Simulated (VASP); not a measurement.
## Cr: single point with LDA

Cr:

```
CELL_PARAMETERS angstrom
-1.39425 1.39425 1.39425
1.39425 -1.39425 1.39425
1.39425 1.39425 -1.39425
ATOMIC_POSITIONS crystal
Cr 0.00000 0.00000 0.00000
```

```yaml
Program: VASP 6.6.1
Task: single point
Functional: LDA
Potentials_or_basis: VASP PAW LDA potentials, release 64 (Cr_pv)
Cutoff: 500 eV
k_mesh: 3 × 3 × 3
Occupations: fermi-dirac, width 0.1 eV
Spin: no spin polarisation
Dipole_correction: no
Further_INCAR_settings: ALGO = Normal; EDIFF = 1e-06; NBANDS = 12
```

| Property | Result |
| --- | --- |
| Pressure | 14.7 GPa |
| Band gap on the k mesh | zero (band 6 reaches 12.08 eV, above the bottom of band 7 at 10.49 eV) |

Levels at points of the mesh, in eV from the Fermi level:
| k point | band 2 | band 3 | band 4 | band 5 | band 6 | band 7 | band 8 | band 9 | band 10 | band 11 |
| --- | --- | --- | --- | --- | --- | --- | --- | --- | --- | --- |
| (0.00, 0.00, 0.00) | -42.86 | -42.86 | -8.31 | -1.55 | -1.55 | -1.55 | 0.62 | 0.62 | 4.58 | 22.55 |

Run time: 2.6 s on 1 thread of Intel Xeon 8259CL, on a shared host, peak memory 0.11 GiB.

Caveat: the k points lie up to 1.06 Å⁻¹ apart; the run has no spin polarisation, though such a crystal can be magnetic. Spin polarisation is off, so any magnetic state and its effect on volume and gap are missing.
